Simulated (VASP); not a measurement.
Runs of VASP 6.6.1 on BP. Symmetry: F-43m, No. 216, cubic system. Conventional cell: a = 4.537 Å, b = 4.537 Å, c = 4.537 Å, α = 90.00°, β = 90.00°, γ = 90.00°. B (site symmetry -43m) has 4 P at 1.96 Å within 2.6 Å. P (site symmetry -43m) has 4 B at 1.96 Å within 2.6 Å. 

```tsv
level	potentials or basis	k mesh	cutoff (eV)	smearing	grid for exact exchange (PRECFOCK)	share of exact exchange	screening parameter	gap on the mesh (eV)	pressure (GPa)
PBEsol	VASP PAW PBE potentials, release 64 (B, P)	6 × 6 × 6	500	methfessel-paxton 0.001 eV	-	-	-	1.22	-1.6
PBEsol	VASP PAW PBE potentials, release 64 (B, P)	6 × 6 × 6	500	fermi-dirac 0.001 eV	-	-	-	1.22	-1.6
PBEsol	VASP PAW PBE potentials, release 64 (B, P)	6 × 6 × 6, shifted	500	gaussian 0.01 eV	-	-	-	1.63	-1.7
LDA	VASP PAW LDA potentials, release 64 (B, P)	6 × 6 × 6	500	gaussian 0.01 eV	-	-	-	1.29	(b)
PBE-based screened hybrid	VASP PAW PBE potentials, release 64 (B, P)	4 × 4 × 4	520	gaussian 0.01 eV	Normal	0.05	0.3 1/Å	1.42	(a)
```

Alike in all rows: task single point; no spin polarisation; cell as given.

Q: Estimate the missing entries.

A: (a) 1.6; (b) -5.1.

Caveats: some runs use coarse meshes; the PAW data sets were made with another functional, which shifts forces and pressure a little (some runs).

A k mesh can miss the band edges.
